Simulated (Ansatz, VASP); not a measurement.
# Two plane-wave programs on Co

```
Co
1.0
     2.38757    0.00000    0.00000
    -1.19378    2.06769    0.00000
     0.00000    0.00000    7.73698
Co
4
Direct
  0.00000 0.00000 0.00000
  0.00000 0.00000 0.50000
  0.33333 0.66667 0.25000
  0.66667 0.33333 0.75000
```

Alike in both runs: task single point; functional PBEsol; k mesh 16 × 16 × 5; occupations fermi-dirac, width 0.05 eV; collinear spin.

|  | VASP | Ansatz |
| --- | --- | --- |
| version | VASP 6.6.1 | Ansatz 0.2.0 |
| potentials or method | VASP PAW PBE potentials, release 64 (Co), cutoff 520 eV | plane waves (420 eV) with PAW, scalar-relativistic |
| valence electrons in the cell | 36 | 68 |

Ansatz gave:

| Property | Result |
| --- | --- |
| pressure (GPa) | 25.6 |
| traceless stress, the component that is largest in VASP (GPa) | 0.07 |
| net moment per atom (μB) | 1.53 |
| size of the moment on the site where the two differ most (μB) | 1.60 |

Q: Estimate VASP's values.

A: Pressure (GPa): 24.1; traceless stress, the component that is largest in VASP (GPa): 0.03; net moment per atom (μB): 1.53; size of the moment on the site where the two differ most (μB): 1.53.

VASP's potentials were made for PBE, not for PBEsol, and Ansatz warns of the same on its side. Site moments also hang on the region over which each program counts them. The functional is the same, so the differences come from potentials, cutoffs and numerics. VASP's potentials hold 36 valence electrons a cell and Ansatz's 68, so a difference there can come from the potentials and not from the codes.
